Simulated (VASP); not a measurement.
# Al (Im-3m) in VASP: further runs

Runs on Al. Level: PBE. Tasks: relaxation of cell and atoms, single point.

Program: VASP 6.6.1. These are calculated values, not measurements. Logs are shortened: lines on timing, memory, paths and dates and some standing lists are left out, and cuts for length are marked.

### Step 1. The cell of the first run

Symmetry: Im-3m, No. 229, cubic system. The conventional cell has a = 2.867 Å, b = 2.867 Å, c = 2.867 Å, α = 90.00°, β = 90.00°, γ = 90.00°. Al (site symmetry m-3m) has 14 Al at 2.48 to 2.87 Å within 3.3 Å.

### Step 2. Relaxation of cell and atoms, PBE, target pressure 54 GPa, at which the enthalpy is minimised

INCAR

```
SYSTEM = Al
PREC = Accurate
ENCUT = 600
EDIFF = 1E-6
ISMEAR = -1
SIGMA = 0.1
LREAL = .False.
LASPH = .True.
NELM = 100
ALGO = Normal
ISIF = 3
LWAVE = .False.
LCHARG = .False.
GGA = PE
IBRION = 2
NSW = 32
EDIFFG = -0.005
PSTRESS = 540.0
```

KPOINTS

```
Automatic mesh
0
Gamma
  19 19 19
  0 0 0
```

POSCAR

```
Al
1.0
   -1.4336616483      1.4336616483      1.4336616483
    1.4336616483     -1.4336616483      1.4336616483
    1.4336616483      1.4336616483     -1.4336616483
Al
1
Direct
    0.0000000000      0.0000000000      0.0000000000
```

Potentials or basis: VASP PAW PBE potentials, release 64 (Al).

On the command line:

```sh
$ cat potpaw_PBE.64/Al/POTCAR > POTCAR
$ mpirun -np 1 vasp_std > vasp.out
```

OUTCAR:

```text
SYSTEM = Al
   PREC = Accurate
   ENCUT = 600
   EDIFF = 1E-6
   ISMEAR = -1
   LREAL = .False.
   LASPH = .True.
   NELM = 100
   ISIF = 3
   GGA = PE
   IBRION = 2
   NSW = 32
   EDIFFG = -0.005
   PSTRESS = 540.0

 ion  position               nearest neighbor table
   1  0.000  0.000  0.000-

  LATTYP: Found a body centered cubic cell.
 ALAT       =     2.8673232966

  Lattice vectors:

 A1 = (  -1.4336616483,   1.4336616483,   1.4336616483)
 A2 = (   1.4336616483,  -1.4336616483,   1.4336616483)
 A3 = (   1.4336616483,   1.4336616483,  -1.4336616483)

Analysis of symmetry for initial positions (statically):
=====================================================================
 Subroutine PRICEL returns:
 Original cell was already a primitive cell.

 Routine SETGRP: Setting up the symmetry group for a
 body centered cubic supercell.

 Subroutine GETGRP returns: Found 48 space group operations
 (whereof 48 operations were pure point group operations)
 out of a pool of 48 trial point group operations.

The static configuration has the point symmetry O_h .

Analysis of symmetry for dynamics (positions and initial velocities):
=====================================================================
 Subroutine PRICEL returns:
 Original cell was already a primitive cell.

 Routine SETGRP: Setting up the symmetry group for a
 body centered cubic supercell.

 Subroutine GETGRP returns: Found 48 space group operations
 (whereof 48 operations were pure point group operations)
 out of a pool of 48 trial point group operations.

The dynamic configuration has the point symmetry O_h .

 Subroutine INISYM returns: Found 48 space group operations
 (whereof 48 operations are pure point group operations),
 and found     1 'primitive' translations

----------------------------------------------------------------------------------------

                                     Primitive cell

  volume of cell :      11.7869

  direct lattice vectors                    reciprocal lattice vectors
    -1.433661648  1.433661648  1.433661648     0.000000000  0.348757324  0.348757324
     1.433661648 -1.433661648  1.433661648     0.348757324  0.000000000  0.348757324
     1.433661648  1.433661648 -1.433661648     0.348757324  0.348757324  0.000000000

  length of vectors
     2.483174816  2.483174816  2.483174816     0.493217338  0.493217338  0.493217338

  position of ions in fractional coordinates (direct lattice)
     0.000000000  0.000000000  0.000000000

  ion indices of the primitive-cell ions
   primitive index   ion index
                 1           1

----------------------------------------------------------------------------------------

 KPOINTS: Automatic mesh

Automatic generation of k-mesh.
 Grid dimensions read from file:
 generate k-points for:   19   19   19

 Generating k-lattice:

  Cartesian coordinates                     Fractional coordinates (reciprocal lattice)
     0.000000000  0.018355649  0.018355649     0.052631579  0.000000000  0.000000000
     0.018355649  0.000000000  0.018355649     0.000000000  0.052631579  0.000000000
     0.018355649  0.018355649  0.000000000     0.000000000  0.000000000  0.052631579

  Length of vectors
     0.025958807  0.025958807  0.025958807

  Shift w.r.t. Gamma in fractional coordinates (k-lattice)
     0.000000000  0.000000000  0.000000000

 Subroutine IBZKPT returns following result:
 ===========================================

 Found    220 irreducible k-points:

 Following reciprocal coordinates:
            Coordinates               Weight
  0.000000  0.000000  0.000000      1.000000
  0.052632  0.000000  0.000000     12.000000
  0.105263  0.000000  0.000000     12.000000
  0.157895  0.000000  0.000000     12.000000
  0.210526  0.000000  0.000000     12.000000
  0.263158  0.000000  0.000000     12.000000
  0.315789  0.000000  0.000000     12.000000
  0.368421  0.000000  0.000000     12.000000
  0.421053  0.000000  0.000000     12.000000
  0.473684  0.000000  0.000000     12.000000
  0.052632  0.052632  0.000000     24.000000
  0.105263  0.052632  0.000000     48.000000
  0.157895  0.052632  0.000000     48.000000
  0.210526  0.052632  0.000000     48.000000
  0.263158  0.052632  0.000000     48.000000
  0.315789  0.052632  0.000000     48.000000
  0.368421  0.052632  0.000000     48.000000
  0.421053  0.052632  0.000000     48.000000
  0.473684  0.052632  0.000000     24.000000
  0.105263  0.105263  0.000000     24.000000
  0.157895  0.105263  0.000000     48.000000
  0.210526  0.105263  0.000000     48.000000
  0.263158  0.105263  0.000000     48.000000
  0.315789  0.105263  0.000000     48.000000
 [... further k-points ...]
   k-points           NKPTS =    220   k-points in BZ     NKDIM =    220   number of bands    NBANDS=      5
   number of dos      NEDOS =    301   number of ions     NIONS =      1
   total plane-waves  NPLWV =   8000
   dimension x,y,z NGX =    20 NGY =   20 NGZ =   20
   dimension x,y,z NGXF=    40 NGYF=   40 NGZF=   40
   ions per type =               1
   NGX,Y,Z   is equivalent  to a cutoff of  13.39, 13.39, 13.39 a.u.
   NGXF,Y,Z  is equivalent  to a cutoff of  26.78, 26.78, 26.78 a.u.
 SYSTEM =  Al
   PREC   = accura    normal or accurate (medium, high low for compatibility)
   ISTART =      0    job   : 0-new  1-cont  2-samecut
   ICHARG =      2    charge: 1-file 2-atom 10-const
   ISPIN  =      1    spin polarized calculation?
   LNONCOLLINEAR =      F non collinear calculations
   LSORBIT =      F    spin-orbit coupling
   LASPH  =      T    aspherical Exc in radial PAW
   ENCUT  =  600.0 eV  44.10 Ry    6.64 a.u.   4.96  4.96  4.96*2*pi/ulx,y,z
   NELM   =    100;   NELMIN=  2; NELMDL= -5     # of ELM steps
   EDIFF  = 0.1E-05   stopping-criterion for ELM
   LREAL  =      F    real-space projection
   EDIFFG = -.5E-02   stopping-criterion for IOM
   NSW    =     32    number of steps for IOM
   IBRION =      2    ionic relax: 0-MD 1-quasi-New 2-CG
   NFREE  =      1    steps in history (QN), initial steepest desc. (CG)
   ISIF   =      3    stress and relaxation
   ISYM   =      2    0-nonsym 1-usesym 2-fastsym
   POTIM  = 0.5000    time-step for ionic-motion
   TEBEG  =    0.0;   TEEND  =   0.0 temperature during run
   PSTRESS=  540.0 pullay stress
   NELECT =       3.0000    total number of electrons
   NUPDOWN=      -1.0000    fix difference up-down
   EMIN   =  10.00;   EMAX   =-10.00  energy-range for DOS
   EFERMI =   0.00;   METHOD = LEGACY
   ISMEAR =    -1;   SIGMA  =   0.10  broadening in eV -4-tet -1-fermi 0-gaus
   EFERMI_NEDOS =   21; number of points for ismear=-14 and -15
   IALGO  =     38    algorithm
   IMIX   =      4    mixing-type and parameters
     AMIX     =   0.40;   BMIX     =  1.00
     AMIX_MAG =   1.60;   BMIX_MAG =  1.00
  volume/ion in A,a.u.               =      11.79        79.54
  Fermi-wavevector in a.u.,A,eV,Ry     =   1.037485  1.960563 14.644979  1.076376
  Thomas-Fermi vector in A             =   2.171925
   LORBIT       =      0    0 simple, 1 ext, 2 COOP (PROOUT), +10 PAW based schemes
   GGA     = PE    functional components
   LHFCALC =     F    Hartree Fock is set to
   AEXX    =    0.0000 exact exchange contribution
   IVDW    =     0    specifies the selected vdW correction
   LEPSILON=     F    determine dielectric tensor
   LRPA    =     F    only Hartree local field effects (RPA)
 conjugate gradient relaxation of ions
 non-spin polarized calculation
  energy-cutoff  :      600.00
  volume of cell :       11.79
 maximum number of plane-waves:       406
   NGX =  9   NGY =  9   NGZ =  9

 number of electron       3.0000000 magnetization

 Free energy of the ion-electron system (eV)
  ---------------------------------------------------
  ext. energy  EPLUGINS =         0.00000000
  ---------------------------------------------------
  free energy    TOTEN  =        -3.02516369 eV

  energy without entropy =       -3.01418150  energy(sigma->0) =       -3.01967259

 E-fermi :  12.0442     XC(G=0): -11.4880

 val. band max:       12.0255416413   @ k =  -0.3684   0.4211   0.1579
 cond. band min:      12.0679731338   @ k =  -0.3684   0.4737   0.2105
 fundamental gap:      0.0424314925
 Fermi energy:        12.0442358847

 k-point     1 :       0.0000    0.0000    0.0000
  band No.  band energies     occupation
      1      -1.6597      2.00000
      2      27.5312      0.00000
      3      27.5312      0.00000
      4      27.5312      0.00000
      5      31.1927      0.00000

 k-point     2 :       0.0526    0.0000    0.0000
  band No.  band energies     occupation
      1      -1.5602      2.00000
      2      26.6116      0.00000
      3      27.0803      0.00000
      4      27.2399      0.00000
      5      30.2194      0.00000

 k-point     3 :       0.1053    0.0000    0.0000
  band No.  band energies     occupation
      1      -1.2624      2.00000
      2      24.3404      0.00000
      3      26.0850      0.00000
      4      26.5786      0.00000
      5      29.1535      0.00000

 k-point     4 :       0.1579    0.0000    0.0000
  band No.  band energies     occupation
      1      -0.7681      2.00000
      2      21.7131      0.00000
      3      24.9743      0.00000
      4      25.8274      0.00000
      5      28.0224      0.00000

 k-point     5 :       0.2105    0.0000    0.0000
  band No.  band energies     occupation
      1      -0.0803      2.00000
      2      19.0987      0.00000
      3      23.9305      0.00000
      4      25.1187      0.00000
      5      27.0395      0.00000

 k-point     6 :       0.2632    0.0000    0.0000
  band No.  band energies     occupation
      1       0.7969      2.00000
      2      16.5895      0.00000
      3      23.0224      0.00000
      4      24.5037      0.00000
      5      26.2182      0.00000

 k-point     7 :       0.3158    0.0000    0.0000
  band No.  band energies     occupation
      1       1.8578      2.00000
      2      14.2162      0.00000
      3      22.2791      0.00000
      4      24.0028      0.00000
      5      25.5619      0.00000

 k-point     8 :       0.3684    0.0000    0.0000
  band No.  band energies     occupation
      1       3.0942      2.00000
      2      11.9945      1.24388
      3      21.7143      0.00000
      4      23.6241      0.00000
      5      25.0707      0.00000

 k-point     9 :       0.4211    0.0000    0.0000
  band No.  band energies     occupation
      1       4.4891      2.00000
      2       9.9429      2.00000
      3      21.3348      0.00000
      4      23.3710      0.00000
      5      24.7440      0.00000

 k-point    10 :       0.4737    0.0000    0.0000
  band No.  band energies     occupation
      1       5.9484      2.00000
      2       8.1555      2.00000
      3      21.1443      0.00000
      4      23.2443      0.00000
      5      24.5809      0.00000

 k-point    11 :       0.0526    0.0526    0.0000
  band No.  band energies     occupation
      1      -1.3616      2.00000
      2      25.4046      0.00000
      3      25.7157      0.00000
      4      26.8877      0.00000
      5      29.3797      0.00000

 k-point    12 :       0.1053    0.0526    0.0000
  band No.  band energies     occupation
      1      -0.9655      2.00000
      2      23.0300      0.00000
      3      24.4796      0.00000
      4      26.1675      0.00000
      5      28.6971      0.00000

 k-point    13 :       0.1579    0.0526    0.0000
  band No.  band energies     occupation
      1      -0.3745      2.00000
      2      20.4231      0.00000
      3      23.3940      0.00000
      4      25.3873      0.00000
      5      27.8765      0.00000

 k-point    14 :       0.2105    0.0526    0.0000
  band No.  band energies     occupation
      1       0.4080      2.00000
      2      17.8716      0.00000
      3      22.4398      0.00000
      4      24.6730      0.00000
      5      27.0616      0.00000

 k-point    15 :       0.2632    0.0526    0.0000
  band No.  band energies     occupation
      1       1.3771      2.00000
      2      15.4373      0.00000
      3      21.6409      0.00000
      4      24.0677      0.00000
      5      26.3527      0.00000

 k-point    16 :       0.3158    0.0526    0.0000
  band No.  band energies     occupation
      1       2.5261      2.00000
      2      13.1441      0.00003
      3      21.0105      0.00000
      4      23.5880      0.00000
      5      25.7862      0.00000

 k-point    17 :       0.3684    0.0526    0.0000
  band No.  band energies     occupation
      1       3.8441      2.00000
      2      11.0082      1.99994
      3      20.5563      0.00000
      4      23.2416      0.00000
      5      25.3761      0.00000

 k-point    18 :       0.4211    0.0526    0.0000
  band No.  band energies     occupation
      1       5.2974      2.00000
      2       9.0641      2.00000
      3      20.2823      0.00000
      4      23.0323      0.00000
      5      25.1285      0.00000

 k-point    19 :       0.4737    0.0526    0.0000
  band No.  band energies     occupation
      1       6.4351      2.00000
      2       7.7629      2.00000
      3      20.1907      0.00000
      4      22.9623      0.00000
      5      25.0458      0.00000

 k-point    20 :       0.1053    0.1053    0.0000
  band No.  band energies     occupation
      1      -0.4727      2.00000
      2      21.4658      0.00000
      3      22.4189      0.00000
      4      25.4428      0.00000
      5      28.4769      0.00000

 k-point    21 :       0.1579    0.1053    0.0000
  band No.  band energies     occupation
      1       0.2130      2.00000
      2      19.1811      0.00000
      3      21.1302      0.00000
      4      24.6724      0.00000
      5      28.0540      0.00000

 k-point    22 :       0.2105    0.1053    0.0000
  band No.  band energies     occupation
      1       1.0874      2.00000
      2      16.7617      0.00000
      3      20.2056      0.00000
      4      23.9756      0.00000
      5      27.4744      0.00000

 k-point    23 :       0.2632    0.1053    0.0000
  band No.  band energies     occupation
      1       2.1450      2.00000
      2      14.4305      0.00000
      3      19.4812      0.00000
      4      23.3949      0.00000
      5      26.9157      0.00000

 k-point    24 :       0.3158    0.1053    0.0000
  band No.  band energies     occupation
      1       3.3772      2.00000
      2      12.2333      0.26236
      3      18.9394      0.00000
      4      22.9486      0.00000
      5      26.4628      0.00000

 [... further k-points ...]
[... 5 lines left out ...]
  --------------------------------------------------------------------------------------
  -------------------------------------------------------------------------------------
  Total        3.9747219      3.9747219      3.9747219      0.0000000      0.0000000      0.0000000
  in kB      540.2780660    540.2780660    540.2780660      0.0000000      0.0000000      0.0000000
  external PRESSURE =       0.2780660 kB  Pullay stress =     540.0000000 kB

 VOLUME and BASIS-vectors are now :
 -----------------------------------------------------------------------------
  energy-cutoff  :      600.00
  volume of cell :       11.79
      direct lattice vectors                 reciprocal lattice vectors
    -1.433661648  1.433661648  1.433661648     0.000000000  0.348757324  0.348757324
     1.433661648 -1.433661648  1.433661648     0.348757324  0.000000000  0.348757324
     1.433661648  1.433661648 -1.433661648     0.348757324  0.348757324  0.000000000

 POSITION                                       TOTAL-FORCE (eV/Angst)
 -----------------------------------------------------------------------------------
      0.00000      0.00000      0.00000         0.000000     -0.000000      0.000000
 -----------------------------------------------------------------------------------
    total drift:                                0.000000      0.000000     -0.000000

  FREE ENERGIE OF THE ION-ELECTRON SYSTEM (eV)
  ---------------------------------------------------
  free  energy   TOTEN  =        -3.0251636857 eV

  energy  without entropy=       -3.0141815028  energy(sigma->0) =       -3.01967259

  enthalpy is  TOTEN    =         0.9475125428 eV   P V=        3.9726762285

 reached required accuracy - stopping structural energy minimisation
```

Run time: 5.6 s. Hardware: 1 thread of Intel Xeon Platinum 8488C (Sapphire Rapids), shared host; peak memory 0.13 GiB.

What came out:

| Property | Result |
| --- | --- |
| Free energy | -3.0252 eV |
| Pressure after relaxing | 54.0 GPa |

Final structure:
```
Al
1.0
    -1.43366    1.43366    1.43366
     1.43366   -1.43366    1.43366
     1.43366    1.43366   -1.43366
Al
1
Direct
  0.00000 0.00000 0.00000
```

Caveat: the relaxation stopped at its first step, so nothing moved; the cell is relaxed towards a set pressure, so the enthalpy falls and the energy may rise.

(Continued in part 2 of 2.)
